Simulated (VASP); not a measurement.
A run of VASP 6.6.1:

INCAR

```
SYSTEM = K8Cl7
PREC = Accurate
ENCUT = 520
EDIFF = 1E-6
ISMEAR = 0
SIGMA = 0.05
LREAL = Auto
LASPH = .TRUE.
NELM = 60
ALGO = Normal
ISIF = 2
LWAVE = .FALSE.
LCHARG = .TRUE.
GGA = PS
LELF = .TRUE.
LVHAR = .TRUE.
NELECT = 120.0
NBANDS = 74
```

KPOINTS

```
Automatic mesh
0
G
  4 4 4
  0 0 0
```

Contents of POSCAR:

```
K8Cl7
1.0
    0.0000000000      6.2414083080     -6.2414083080
    6.2414083080      6.2414083080      0.0000000000
    6.2414083080      0.0000000000     -6.2414083080
K Cl
8 7
Direct
    0.4990985762      0.4818193029      0.0009013991
    0.5348161561     -0.0005319312     -0.0348161808
    1.0038917005      0.4841636456      0.0038915897
    0.9912840492      0.0288472555     -0.0087159015
    0.5087159569      0.5114153477      0.5087159569
    0.4961083857     -0.0080531504      0.4961083857
    1.0009013498      0.4818193029      0.4990985762
    0.9651837699     -0.0005319312      0.5348161561
    0.2499999877      0.1817327026      0.2499999877
    0.7719989243      0.7497518619      0.2377459424
    0.7280010017      0.2594968027      0.2622540329
    0.2377459424      0.7497518619      0.7719989243
    0.2622539528      0.2594967225      0.7280010818
    0.7500000431      0.7275485397      0.7500000431
    0.7500000431      0.2599401321      0.7500000431
```

Potentials or basis: VASP PAW PBE potentials, release 64 (K_sv, Cl).

Launch:

```bash
$ cat potpaw_PBE.64/K_sv/POTCAR potpaw_PBE.64/Cl/POTCAR > POTCAR
$ mpirun -np 1 vasp_std > vasp.out
```

Hardware: 1 thread of Intel Xeon 8259CL, on a shared host.

How long does it take, and how much memory?

It took 51 min on 1 thread of Intel Xeon 8259CL (shared host), peak memory 0.9 GiB. Counts: scf iterations 17, k points 18.
